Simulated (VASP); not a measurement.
A run of VASP 6.6.1 is set up as follows.

File INCAR:

```
ALGO = Normal
EDIFF = 1E-7
ENCUT = 520
GGA = PE
ISIF = 2
ISMEAR = 0
LASPH = True
LCHARG = True
LELF = True
LREAL = False
LVHAR = True
LWAVE = False
NBANDS = 11
NELM = 80
PREC = Accurate
SIGMA = 0.02
```

Contents of KPOINTS:

```
k-points
0
Gamma
  10 10 10
```

POSCAR

```
C
1.0
    0.0000000000      2.1787277061      2.1787277061
    2.1787277061      0.0000000000      2.1787277061
    2.1787277061      2.1787277061      0.0000000000
C
2
Direct
    0.5000000000      0.5000000000      0.5000000000
    0.7500000000      0.7500000000      0.7500000000
```

Potentials or basis: VASP PAW PBE potentials, release 64 (C).

Launch:

```console
$ cat potpaw_PBE.64/C/POTCAR > POTCAR
$ mpirun -np 1 vasp_std > vasp.out
```

(1) Predict the band gap on the k mesh.

(2) Predict the pressure.

Answers

(1) 2.38 eV, indirect (least direct gap 2.41 eV).

(2) -77.1 GPa.

Caveat: the cell differs from its parent crystal (Ge replaced by C, lengths x 0.780, strained).
